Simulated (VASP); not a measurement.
# PbF2 (Fm-3m) in VASP: further runs, part 2 of 2

VASP 6.6.1.

**3. Electric field gradients, LDA (volume scaled by 0.98)**

Input file INCAR:

```
PREC     = Accurate       # precision mode
ENCUT    = 520            # plane-wave cutoff, eV
EDIFF    = 1E-8           # SCF threshold, eV
ISMEAR   = -1             # smearing method
SIGMA    = 0.03           # smearing width, eV
LREAL    = F              # projectors in reciprocal space
LASPH    = T              # aspherical terms in the spheres
NELM     = 60             # most SCF steps
ALGO     = Normal         # electronic algorithm
ISIF     = 2              # what is computed and relaxed
LWAVE    = F              # write WAVECAR
LCHARG   = F              # write CHGCAR
LEFG     = T            
NBANDS   = 21             # bands
```

Input file KPOINTS:

```
Automatic mesh
0
Gamma
  7 7 7
```

Input file POSCAR:

```
PbF2
1.0
    0.0000000000      2.9499175202      2.9499175202
    2.9499175202      0.0000000000      2.9499175202
    2.9499175202      2.9499175202      0.0000000000
Pb F
1 2
Direct
    0.0000000000      0.0000000000      0.0000000000
    0.2500000000      0.2500000000      0.2500000000
    0.7500000000      0.7500000000      0.7500000000
```

Potentials or basis: VASP PAW LDA potentials, release 64 (Pb_d, F).

On the command line:

```
$ cat potpaw_LDA.64/Pb_d/POTCAR potpaw_LDA.64/F/POTCAR > POTCAR
$ mpirun -np 1 vasp_std > vasp.out
```

OUTCAR:

```text
PREC = Accurate
   ENCUT = 520
   EDIFF = 1E-8
   ISMEAR = -1
   LREAL = F
   LASPH = T
   NELM = 60
   ISIF = 2

 ion  position               nearest neighbor table
   1  0.000  0.000  0.000-   2 2.55   3 2.55   3 2.55   3 2.55   3 2.55   2 2.55   2 2.55   2 2.55

   2  0.250  0.250  0.250-   1 2.55   1 2.55   1 2.55   1 2.55
   3  0.750  0.750  0.750-   1 2.55   1 2.55   1 2.55   1 2.55

  LATTYP: Found a face centered cubic cell.
 ALAT       =     5.8998350404

  Lattice vectors:

 A1 = (   0.0000000000,   2.9499175202,   2.9499175202)
 A2 = (   2.9499175202,   0.0000000000,   2.9499175202)
 A3 = (   2.9499175202,   2.9499175202,   0.0000000000)

Analysis of symmetry for initial positions (statically):
=====================================================================
 Subroutine PRICEL returns:
 Original cell was already a primitive cell.

 Routine SETGRP: Setting up the symmetry group for a
 face centered cubic supercell.

 Subroutine GETGRP returns: Found 48 space group operations
 (whereof 48 operations were pure point group operations)
 out of a pool of 48 trial point group operations.

The static configuration has the point symmetry O_h .

Analysis of symmetry for dynamics (positions and initial velocities):
=====================================================================
 Subroutine PRICEL returns:
 Original cell was already a primitive cell.

 Routine SETGRP: Setting up the symmetry group for a
 face centered cubic supercell.

 Subroutine GETGRP returns: Found 48 space group operations
[... 157 lines left out ...]
      2     -18.4454      2.00000
      3     -12.6767      2.00000
      4     -12.6767      2.00000
      5     -12.6767      2.00000
      6     -12.5970      2.00000
[... 469 lines left out ...]
     20      17.5007      0.00000
     21      17.9199      0.00000

------------------------ aborting loop because EDIFF is reached ----------------------------------------

  FORCE on cell =-STRESS in cart. coord.  units (eV):
  Direction    XX          YY          ZZ          XY          YZ          ZX
  --------------------------------------------------------------------------------------
  -------------------------------------------------------------------------------------
  Total       -1.1433727     -1.1433727     -1.1433727      0.0000000     -0.0000000      0.0000000
  in kB      -35.6811441    -35.6811441    -35.6811441      0.0000000     -0.0000000      0.0000000
  external PRESSURE =     -35.6811441 kB  Pullay stress =       0.0000000 kB

 VOLUME and BASIS-vectors are now :
 -----------------------------------------------------------------------------
  energy-cutoff  :      520.00
  volume of cell :       51.34
      direct lattice vectors                 reciprocal lattice vectors
     0.000000000  2.949917520  2.949917520    -0.169496264  0.169496264  0.169496264
     2.949917520  0.000000000  2.949917520     0.169496264 -0.169496264  0.169496264
     2.949917520  2.949917520  0.000000000     0.169496264  0.169496264 -0.169496264

 POSITION                                       TOTAL-FORCE (eV/Angst)
 -----------------------------------------------------------------------------------
      0.00000      0.00000      0.00000        -0.000000      0.000000     -0.000000
      1.47496      1.47496      1.47496        -0.000000     -0.000000     -0.000000
      4.42488      4.42488      4.42488         0.000000      0.000000      0.000000
 -----------------------------------------------------------------------------------
    total drift:                                0.000000     -0.000000      0.000000

  FREE ENERGIE OF THE ION-ELECTRON SYSTEM (eV)
  ---------------------------------------------------
  free  energy   TOTEN  =       -15.9325015722 eV

  energy  without entropy=      -15.9325015722  energy(sigma->0) =      -15.93250157

 Electric field gradients (V/A^2)
---------------------------------------------------------------------
 ion       V_xx      V_yy      V_zz      V_xy      V_xz      V_yz
---------------------------------------------------------------------
   1      -0.000     0.000     0.000    -0.001    -0.001    -0.001
   2       0.000    -0.000     0.000     0.001     0.001     0.001
   3       0.000    -0.000     0.000     0.001     0.001     0.001
---------------------------------------------------------------------

 Electric field gradients after diagonalization (V/A^2)
 (convention: |V_zz| > |V_xx| > |V_yy|)
----------------------------------------------------------------------
 ion       V_xx      V_yy      V_zz     asymmetry (V_yy - V_xx)/ V_zz
----------------------------------------------------------------------
   1       0.001     0.001    -0.002       0.000
   2      -0.001    -0.001     0.002       0.000
   3      -0.001    -0.001     0.002       0.000
----------------------------------------------------------------------

           NMR quadrupolar parameters

 Cq : quadrupolar parameter    Cq=e*Q*V_zz/h
 eta: asymmetry parameters     (V_yy - V_xx)/ V_zz
 Q  : nuclear electric quadrupole moment in mb (millibarn)
----------------------------------------------------------------------
 ion       Cq(MHz)       eta       Q (mb)
----------------------------------------------------------------------
   1      -0.000       0.000       1.000
   2       0.000       0.000       1.000
   3       0.000       0.000       1.000
----------------------------------------------------------------------
```

OSZICAR:

```text
N       E                     dE             d eps       ncg     rms          rms(c)
DAV:   1     0.301012610991E+03    0.30101E+03   -0.14729E+04   845   0.155E+03
DAV:   2     0.888540299163E+01   -0.29213E+03   -0.27396E+03   910   0.426E+02
DAV:   3    -0.169572070449E+02   -0.25843E+02   -0.25512E+02  1005   0.137E+02
DAV:   4    -0.176985032480E+02   -0.74130E+00   -0.74091E+00   935   0.241E+01
DAV:   5    -0.177237329916E+02   -0.25230E-01   -0.25224E-01  1094   0.463E+00    0.748E+00
DAV:   6    -0.160034290880E+02    0.17203E+01   -0.79675E+00  1139   0.225E+01    0.265E+00
DAV:   7    -0.159652347093E+02    0.38194E-01   -0.41480E-01   895   0.403E+00    0.145E+00
DAV:   8    -0.159353111591E+02    0.29924E-01   -0.10314E-01   980   0.327E+00    0.507E-01
DAV:   9    -0.159322431509E+02    0.30680E-02   -0.16361E-02  1116   0.964E-01    0.899E-02
DAV:  10    -0.159325313822E+02   -0.28823E-03   -0.66338E-04   910   0.263E-01    0.328E-02
DAV:  11    -0.159325001003E+02    0.31282E-04   -0.71883E-05  1040   0.782E-02    0.936E-03
DAV:  12    -0.159325022528E+02   -0.21524E-05   -0.20768E-05   985   0.454E-02    0.591E-03
DAV:  13    -0.159325015697E+02    0.68307E-06   -0.40194E-06  1150   0.215E-02    0.117E-03
DAV:  14    -0.159325015723E+02   -0.26030E-08   -0.28186E-07   988   0.473E-03    0.180E-04
DAV:  15    -0.159325015722E+02    0.11687E-09   -0.37762E-09   660   0.609E-04
   1 F= -.15932502E+02 E0= -.15932502E+02  d E =-.204195E-11
```

Run time: 11 s. Hardware: 1 thread of AMD EPYC 9R45 (Zen 5), shared host; peak memory 0.13 GiB.

What came out:

- Free energy: -15.9325 eV
- Pressure: -3.6 GPa
- Band gap on the k mesh: 4.25 eV, indirect (least direct gap 4.48 eV)

Levels at points of the mesh, in eV from the valence-band top:
| k point | band 12 | band 13 | band 14 | band 15 | band 16 | band 17 |
| --- | --- | --- | --- | --- | --- | --- |
| (0.00, 0.00, 0.00) | -2.08 | -2.08 | -2.08 | 6.59 | 6.59 | 6.59 |

Caveat: without QUAD_EFG the Cq values of the log hold for a quadrupole moment of 1 mb, not for the nuclei; spin-orbit coupling is left out, which moves the levels of the heavy elements. A k mesh can miss the band edges.
